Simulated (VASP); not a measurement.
Input of a VASP 6.6.1 run:

The input INCAR:

```
ALGO = Normal
EDIFF = 1E-7
ENCUT = 520
GGA = CA
ISIF = 2
ISMEAR = 0
LASPH = T
LCHARG = F
LREAL = F
LWAVE = F
NBANDS = 33
NELM = 100
PREC = Accurate
SIGMA = 0.1
```

Contents of KPOINTS:

```
k-points
0
Gamma
  6 6 6
```

POSCAR

```
TaN
1.0
    5.1535804508      0.0000000000      0.0000000000
   -2.5767902254      4.4631315908      0.0000000000
    0.0000000000      0.0000000000      2.8712062643
Ta N
3 3
Direct
    0.0000000000      0.0000000000      0.0000000000
    0.3333333333      0.6666666667      0.5000000000
    0.6666666667      0.3333333333      0.5000000000
    0.3934654626      0.0000000000      0.0000000000
    0.6065345374      0.6065345374      0.0000000000
    0.0000000000      0.3934654626      0.0000000000
```

Potentials or basis: VASP PAW LDA potentials, release 64 (Ta_pv, N).

Command:

```console
$ cat potpaw_LDA.64/Ta_pv/POTCAR potpaw_LDA.64/N/POTCAR > POTCAR
$ mpirun -np 1 vasp_std > vasp.out
```

(1) What does it give for the largest force?

(2) Estimate the band gap on the k mesh.

(3) What does it give for the pressure?

Results:

(1) 0.005 eV/Å.

(2) zero (band 24 reaches 10.46 eV, above the bottom of band 25 at 7.55 eV).

(3) 1.8 GPa.

Caveat: the k points lie up to 0.36 Å⁻¹ apart; spin-orbit coupling is left out, which moves the levels of the heavy elements.
